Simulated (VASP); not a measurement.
## HfW: relaxation of cell and atoms with PBE

HfW:

```xyz
2
Lattice="2.9599 0.0000 0.0000 -1.4800 2.5634 0.0000 0.0000 0.0000 4.9809" Properties=species:S:1:pos:R:3 pbc="T T T"
Hf    1.4800    0.8545    0.0000
W     0.0000    0.0000    2.4905
```

```
Program                : VASP 6.6.1
Task                   : relaxation of cell and atoms
Functional             : PBE
Potentials or basis    : VASP PAW PBE potentials, release 64 (Hf_pv, W_sv)
Cutoff                 : 600 eV
k mesh                 : 21 × 21 × 12
Occupations            : gaussian, width 0.1 eV
Spin                   : no spin polarisation
Dipole correction      : no
Further INCAR settings : ALGO = Fast; EDIFF = 1e-06; IBRION = 2; EDIFFG = -0.01; NSW = 100; ISIF = 3
```

```
Relaxed volume                        : 18.78 Å³/atom
Relaxed cell                          : a = 2.912 Å, b = 2.912 Å, c = 5.115 Å, α = 90.00°, β = 90.00°, γ = 120.00°
Space group after relaxing (to 0.1 Å) : P-6m2 (No. 187)
Energy gained by relaxing             : 4.6 meV/atom
Ionic steps                           : 6
Pressure after relaxing               : 0.1 GPa
Band gap on the k mesh                : zero (bands 12 and 13 overlap by 1.41 eV)
```

Step by step:
| step | energy change (eV) | largest force (eV/Å) | pressure (GPa) | volume (Å³) |
| --- | --- | --- | --- | --- |
| 1 | 0.0000 | 0.0000 | -0.78 | 37.79 |
| 2 | -0.0037 | 0.0000 | 1.51 | 37.29 |
| 3 | -0.0037 | 0.0000 | 1.31 | 37.33 |
| 4 | -0.0067 | 0.0000 | 0.87 | 37.41 |
| 5 | -0.0092 | 0.0000 | 0.06 | 37.58 |
| 6 | -0.0092 | 0.0000 | 0.07 | 37.57 |

Final structure:
```
Hf W
1.0
     2.91231    0.00000    0.00000
    -1.45615    2.52213    0.00000
     0.00000    0.00000    5.11471
Hf W
1 1
Cartesian
  1.4562 0.8407 0.0000
  0.0000 0.0000 2.5574
```

Levels at points of the mesh, in eV from the Fermi level:
| k point | band 10 | band 11 | band 12 | band 13 | band 14 | band 15 |
| --- | --- | --- | --- | --- | --- | --- |
| (0.00, 0.00, 0.00) | -0.42 | -0.10 | -0.10 | 0.08 | 1.93 | 1.93 |
| (0.00, 0.00, 0.50) | -1.63 | -0.50 | -0.19 | -0.19 | 1.17 | 1.17 |

Wall time 4.2 min on 1 thread of Intel(R) Xeon(R) 6975P-C (Granite Rapids), on a shared host, peak memory 0.39 GiB.

Caveat: spin-orbit coupling is left out, which moves the levels of the heavy elements.
